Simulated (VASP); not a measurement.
Crystal: C.

```
C
1.0
     3.56028    0.00000    0.00000
     0.00000   -3.56028    0.00000
     0.00000    0.00000   -3.56028
C
8
Cartesian
  1.7801 0.0000 0.0375
  0.0000 -1.7801 0.0000
  0.0000 0.0000 -1.7801
  1.7801 -1.7801 -1.7801
  2.6702 -2.6702 -2.6702
  0.8901 -0.8901 -2.6702
  0.8901 -2.6702 -0.8901
  2.6702 -0.8901 -0.8901
```

This cell differs from its parent crystal: atom 1 (C) moved +0.037 Å along Cartesian [0 0 1].

Base run:

```yaml
Program: VASP 6.6.1
Functional: r2SCAN
Potentials_or_basis: VASP PAW PBE potentials, release 64 (C_h)
Cutoff: 910 eV
k_mesh: 6 × 6 × 6
Occupations: gaussian, width 0.05 eV
Spin: no spin polarisation
```

Its results: band gap on the k mesh 4.23 eV; pressure -0.7 GPa; largest force 1.725 eV/Å.

The run is repeated on the same cell with these changes: potentials or basis from VASP PAW PBE potentials, release 64 (C_h) to VASP PAW PBE potentials, release 64 (C); cutoff from 910 eV to 520 eV; further incar settings from ALGO = Normal; EDIFF = 1e-06; NBANDS = 26 to ALGO = Normal; EDIFF = 1e-07; NBANDS = 26. What comes out?

Band gap on the k mesh 4.19 eV; pressure 1.3 GPa; largest force 1.735 eV/Å.

Caveats: the PAW data sets were made with another functional, which shifts forces and pressure a little; the cutoff is under 1.25 times the usual one of these potentials, so pressure, stress and relaxed cells hold a basis-set (Pulay) error (some runs).

A k mesh can miss the band edges.
